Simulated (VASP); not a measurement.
# InSb3 (P4/mmm) in VASP: a series of runs, part 2 of 2

VASP 6.6.1. The steps go on from the part before.

**4. Single point, PBEsol (volume 28.545 Å^3 an atom, c/a of the conventional cell 1.0625)**

The input, INCAR:

```
PREC = Accurate ; ENCUT = 520
EDIFF = 1E-6 ; ISMEAR = 0
SIGMA = 0.15 ; LREAL = F
LASPH = T ; NELM = 80
ALGO = Normal ; ISIF = 2
LWAVE = F ; LCHARG = F
GGA = PS ; NBANDS = 22
```

The input, KPOINTS:

```
regular mesh
0
Gamma
  10 10 10
```

The input, POSCAR:

```
InSb3
1.0
    4.7543049344      0.0000000000      0.0000000000
    0.0000000000      4.7543049344      0.0000000000
    0.0000000000      0.0000000000      5.0514489928
In Sb
1 3
Direct
    0.0000000000      0.0000000000      0.0000000000
    0.5000000000      0.0000000000      0.5000000000
    0.0000000000      0.5000000000      0.5000000000
    0.5000000000      0.5000000000      0.0000000000
```

Potentials or basis: VASP PAW PBE potentials, release 64 (In_d, Sb).

Started as:

```
$ cat potpaw_PBE.64/In_d/POTCAR potpaw_PBE.64/Sb/POTCAR > POTCAR
$ mpirun -np 1 vasp_std > vasp.out
```

OUTCAR:

```text
PREC = Accurate
   ENCUT = 520
   EDIFF = 1E-6
   ISMEAR = 0
   LREAL = F
   LASPH = T
   NELM = 80
   ISIF = 2
   GGA = PS

 ion  position               nearest neighbor table
   1  0.000  0.000  0.000-   4 3.36   4 3.36   4 3.36   4 3.36   3 3.47   3 3.47   3 3.47   3 3.47
                             2 3.47   2 3.47   2 3.47   2 3.47
   2  0.500  0.000  0.500-   3 3.36   3 3.36   3 3.36   3 3.36   4 3.47   1 3.47   4 3.47   4 3.47
                             1 3.47   4 3.47   1 3.47   1 3.47
   3  0.000  0.500  0.500-   2 3.36   2 3.36   2 3.36   2 3.36   4 3.47   1 3.47   1 3.47   1 3.47
                             4 3.47   4 3.47   4 3.47   1 3.47
   4  0.500  0.500  0.000-   1 3.36   1 3.36   1 3.36   1 3.36   3 3.47   2 3.47   2 3.47   2 3.47
                             3 3.47   3 3.47   3 3.47   2 3.47

  LATTYP: Found a simple tetragonal cell.
 ALAT       =     4.7543049344
 C/A-ratio  =     1.0625000000

  Lattice vectors:

 A1 = (   4.7543049344,   0.0000000000,   0.0000000000)
 A2 = (   0.0000000000,   4.7543049344,   0.0000000000)
 A3 = (   0.0000000000,   0.0000000000,   5.0514489928)

Analysis of symmetry for initial positions (statically):
=====================================================================
 Subroutine PRICEL returns:
 Original cell was already a primitive cell.

 Routine SETGRP: Setting up the symmetry group for a
 simple tetragonal supercell.

 Subroutine GETGRP returns: Found 16 space group operations
 (whereof 16 operations were pure point group operations)
 out of a pool of 16 trial point group operations.

The static configuration has the point symmetry D_4h.

Analysis of symmetry for dynamics (positions and initial velocities):
=====================================================================
 Subroutine PRICEL returns:
 Original cell was already a primitive cell.

 Routine SETGRP: Setting up the symmetry group for a
 simple tetragonal supercell.

 Subroutine GETGRP returns: Found 16 space group operations
[... 127 lines left out ...]
     AMIX_MAG =   1.60;   BMIX_MAG =  1.00
  volume/ion in A,a.u.               =      28.55       192.63
  Fermi-wavevector in a.u.,A,eV,Ry     =   1.024702  1.936406 14.286305  1.050014
  Thomas-Fermi vector in A             =   2.158503
   LORBIT       =      0    0 simple, 1 ext, 2 COOP (PROOUT), +10 PAW based schemes
   GGA     = PS    functional components
   LHFCALC =     F    Hartree Fock is set to
   AEXX    =    0.0000 exact exchange contribution
   IVDW    =     0    specifies the selected vdW correction
   LEPSILON=     F    determine dielectric tensor
   LRPA    =     F    only Hartree local field effects (RPA)
 non-spin polarized calculation
 Gauss-broadening in eV      SIGMA  =   0.15
  energy-cutoff  :      520.00
  volume of cell :      114.18
 maximum number of plane-waves:      3112
 NGX is ok and might be reduce to    36
   NGX = 17   NGY = 17   NGZ = 19

 number of electron      28.0000011 magnetization

 Free energy of the ion-electron system (eV)
  ---------------------------------------------------
  ext. energy  EPLUGINS =         0.00000000
  ---------------------------------------------------
  free energy    TOTEN  =       -15.96147836 eV

  energy without entropy =      -15.93975641  energy(sigma->0) =      -15.95061739

 E-fermi :   7.2969     XC(G=0): -10.0558

 val. band max:        7.2867155434   @ k =   0.5000   0.1000   0.4000
 cond. band min:       7.2969928026   @ k =   0.2000   0.2000   0.4000
 fundamental gap:      0.0102772592
 Fermi energy:         7.2968862865

 k-point     1 :       0.0000    0.0000    0.0000
  band No.  band energies     occupation
      1      -7.0596      2.00000
      2      -7.0450      2.00000
      3      -7.0378      2.00000
      4      -7.0378      2.00000
      5      -7.0365      2.00000
      6      -4.6443      2.00000
[... 589 lines left out ...]
     21      12.4705      0.00000
     22      12.7380      0.00000

 [... further k-points ...]

------------------------ aborting loop because EDIFF is reached ----------------------------------------

  FORCE on cell =-STRESS in cart. coord.  units (eV):
  Direction    XX          YY          ZZ          XY          YZ          ZX
  --------------------------------------------------------------------------------------
  -------------------------------------------------------------------------------------
  Total       -2.6995416     -2.6995416     -2.8057548      0.0000000      0.0000000      0.0000000
  in kB      -37.8800522    -37.8800522    -39.3704398      0.0000000      0.0000000      0.0000000
  external PRESSURE =     -38.3768481 kB  Pullay stress =       0.0000000 kB

 VOLUME and BASIS-vectors are now :
 -----------------------------------------------------------------------------
  energy-cutoff  :      520.00
  volume of cell :      114.18
      direct lattice vectors                 reciprocal lattice vectors
     4.754304934  0.000000000  0.000000000     0.210335688  0.000000000  0.000000000
     0.000000000  4.754304934  0.000000000     0.000000000  0.210335688  0.000000000
     0.000000000  0.000000000  5.051448993     0.000000000  0.000000000  0.197963001

 POSITION                                       TOTAL-FORCE (eV/Angst)
 -----------------------------------------------------------------------------------
      0.00000      0.00000      0.00000         0.000000      0.000000      0.000000
      2.37715      0.00000      2.52572         0.000000      0.000000      0.000000
      0.00000      2.37715      2.52572         0.000000      0.000000      0.000000
      2.37715      2.37715      0.00000         0.000000      0.000000      0.000000
 -----------------------------------------------------------------------------------
    total drift:                                0.000000     -0.000000     -0.000000

  FREE ENERGIE OF THE ION-ELECTRON SYSTEM (eV)
  ---------------------------------------------------
  free  energy   TOTEN  =       -15.9614783630 eV

  energy  without entropy=      -15.9397564116  energy(sigma->0) =      -15.95061739
```

OSZICAR:

```text
N       E                     dE             d eps       ncg     rms          rms(c)
DAV:   1     0.185194742691E+03    0.18519E+03   -0.10859E+04  5544   0.116E+03
DAV:   2    -0.191224336752E-01   -0.18521E+03   -0.17853E+03  6078   0.287E+02
DAV:   3    -0.154665081745E+02   -0.15447E+02   -0.14923E+02  6968   0.854E+01
DAV:   4    -0.159880104727E+02   -0.52150E+00   -0.51961E+00  6378   0.164E+01
DAV:   5    -0.160125520361E+02   -0.24542E-01   -0.24540E-01  8328   0.373E+00    0.314E+00
DAV:   6    -0.159742136957E+02    0.38338E-01   -0.61535E-02  6758   0.305E+00    0.172E+00
DAV:   7    -0.159619733851E+02    0.12240E-01   -0.30590E-02  7552   0.163E+00    0.199E-01
DAV:   8    -0.159614882633E+02    0.48512E-03   -0.24726E-03  6500   0.574E-01    0.516E-02
DAV:   9    -0.159614781682E+02    0.10095E-04   -0.11105E-04  7420   0.828E-02    0.227E-02
DAV:  10    -0.159614783630E+02   -0.19474E-06   -0.71491E-06  6918   0.168E-02
   1 F= -.15961478E+02 E0= -.15950617E+02  d E =-.217220E-01
```

stdout:

```text
POSCAR found type information on POSCAR InSb
 POSCAR found :  2 types and       4 ions
 scaLAPACK will be used
 -----------------------------------------------------------------------------
|                                                                             |
|                                                                             |
|     You enforced a specific xc type in the INCAR file but a different       |
|     I HOPE YOU KNOW WHAT YOU ARE DOING!                                     |
|                                                                             |
 -----------------------------------------------------------------------------

 LDA part: xc-table for (Slater+PW92), standard interpolation
 POSCAR, INCAR and KPOINTS ok, starting setup
 FFT: planning ... GRIDC
 FFT: planning ... GRID_SOFT
 FFT: planning ... GRID
 WAVECAR not read
 entering main loop
```

Wall time 2.5 min (1 thread of Intel Xeon Platinum 8259CL at 2.50GHz (Skylake/Cascade Lake), shared host); peak memory 0.43 GiB.

Results:

- Free energy: -15.9615 eV
- Pressure: -3.8 GPa
- Band gap on the k mesh: zero (band 14 reaches 10.21 eV, above the bottom of band 15 at 6.13 eV)

Stress tensor (GPa, compression positive):
```
-3.79  0.00  0.00
 0.00 -3.79  0.00
 0.00  0.00 -3.94
```

Caveat: the PAW data sets were made with another functional, which shifts forces and pressure a little; spin-orbit coupling is left out, which moves the levels of the heavy elements.

**5. Single point, PBEsol (volume 28.545 Å^3 an atom, c/a of the conventional cell 0.8336)**

The input, INCAR:

```
PREC = Accurate
ENCUT = 520
EDIFF = 1E-6
ISMEAR = 0
SIGMA = 0.15
LREAL = F
LASPH = T
NELM = 100
ALGO = Normal
ISIF = 2
LWAVE = F
LCHARG = F
GGA = PS
NBANDS = 22
```

The input, KPOINTS:

```
Automatic mesh
0
Gamma
  10 10 10
```

The input, POSCAR:

```
InSb3
1.0
    5.1547876289      0.0000000000      0.0000000000
    0.0000000000      5.1547876289      0.0000000000
    0.0000000000      0.0000000000      4.2970309674
In Sb
1 3
Direct
    0.0000000000      0.0000000000      0.0000000000
    0.5000000000      0.0000000000      0.5000000000
    0.0000000000      0.5000000000      0.5000000000
    0.5000000000      0.5000000000      0.0000000000
```

Started as:

```
$ cat potpaw_PBE.64/In_d/POTCAR potpaw_PBE.64/Sb/POTCAR > POTCAR
$ mpirun -np 1 vasp_std > vasp.out
```

Wall time 2.5 min (1 thread of Intel Xeon Platinum 8259CL at 2.50GHz (Skylake/Cascade Lake), shared host); peak memory 0.43 GiB.

The run converged. Its results:

```yaml
Free_energy: -15.9925 eV
Pressure: -4.2 GPa
Band_gap_on_the_k_mesh: zero (band 14 reaches 9.54 eV, above the bottom of band 15 at 5.97 eV)
```

Stress tensor (GPa, compression positive):
```
-3.86  0.00  0.00
 0.00 -3.86  0.00
 0.00  0.00 -4.82
```

Levels at points of the mesh, in eV from the Fermi level:
| k point | band 12 | band 13 | band 14 | band 15 | band 16 | band 17 |
| --- | --- | --- | --- | --- | --- | --- |
| (0.00, 0.00, 0.00) | -2.92 | -0.27 | -0.27 | 0.82 | 2.15 | 2.69 |
| (0.50, 0.00, 0.00) | -1.81 | -0.97 | -0.25 | -0.18 | 1.39 | 2.09 |
| (0.50, 0.50, 0.00) | -0.43 | -0.43 | -0.25 | -0.25 | 1.16 | 1.81 |
| (0.00, 0.00, 0.50) | -1.96 | -1.96 | -1.68 | -1.29 | 1.37 | 1.37 |
| (0.50, 0.00, 0.50) | -1.99 | -1.40 | -1.24 | -1.11 | -1.06 | 0.88 |
| (0.50, 0.50, 0.50) | -4.56 | -4.50 | 2.28 | 2.39 | 3.33 | 3.33 |

Caveat: the PAW data sets were made with another functional, which shifts forces and pressure a little; spin-orbit coupling is left out, which moves the levels of the heavy elements.

**6. Overview**

| cell | gap on the mesh (eV) | pressure (GPa) |
| --- | --- | --- |
| a = 4.550, b = 4.550, c = 4.834 Å, 4 atoms | none | 3.8 |
| a = 4.370, b = 4.370, c = 5.242 Å, 4 atoms | none | 4.0 |
| a = 4.754, b = 4.754, c = 5.051 Å, 4 atoms | none | -3.8 |
| a = 5.155, b = 5.155, c = 4.297 Å, 4 atoms | none | -4.2 |

Alike in all rows: task single point; level PBEsol; potentials or basis VASP PAW PBE potentials, release 64 (In_d, Sb); no spin polarisation; k mesh 10 × 10 × 10; cutoff (eV) 520; smearing gaussian 0.15 eV.

Caveats: the PAW data sets were made with another functional, which shifts forces and pressure a little; spin-orbit coupling is left out, which moves the levels of the heavy elements.

Total energies depend on the potentials used, so only differences within one code and one set of settings carry meaning.
